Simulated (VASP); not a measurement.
Runs of VASP 6.6.1 on Pb. The structure is that of space group Fm-3m (No. 225), or close to it. The cells are those of the table. 

| level | cell | k mesh | gap on the mesh (eV) | pressure (GPa) |
| --- | --- | --- | --- | --- |
| r2SCAN | a = 3.557 Å, angles 60.0°, 1 atom | 14 × 14 × 14 | none | -0.9 |
| PBE | a = 3.566 Å, angles 60.0°, 1 atom | 8 × 8 × 8 | none | -0.1 |
| PBE | a = 3.500 Å, angles 60.0°, 1 atom | 8 × 8 × 8 | none | (a) |
| r2SCAN | a = 3.532 Å, angles 60.0°, 1 atom | 14 × 14 × 14 | none | (b) |
| PBE | a = 3.521 Å, angles 60.0°, 1 atom | 8 × 8 × 8 | none | 1.7 |
| r2SCAN | a = 3.566 Å, angles 60.0°, 1 atom | 14 × 14 × 14 | none | -1.1 |

Alike in all rows: task single point; potentials or basis VASP PAW PBE potentials, release 64 (Pb_d); no spin polarisation; cutoff (eV) 520; smearing gaussian 0.05 eV.

**Question.** Fill in the values left out.

**Answer.** (a) 2.6; (b) 0.0.

Caveats: spin-orbit coupling is left out, which moves the levels of the heavy elements; the PAW data sets were made with another functional, which shifts forces and pressure a little (at least some runs).

A k mesh can miss the band edges, and the runs leave out spin-orbit coupling on Pb.

A gap of «none» marks levels without a gap at the run's occupations.
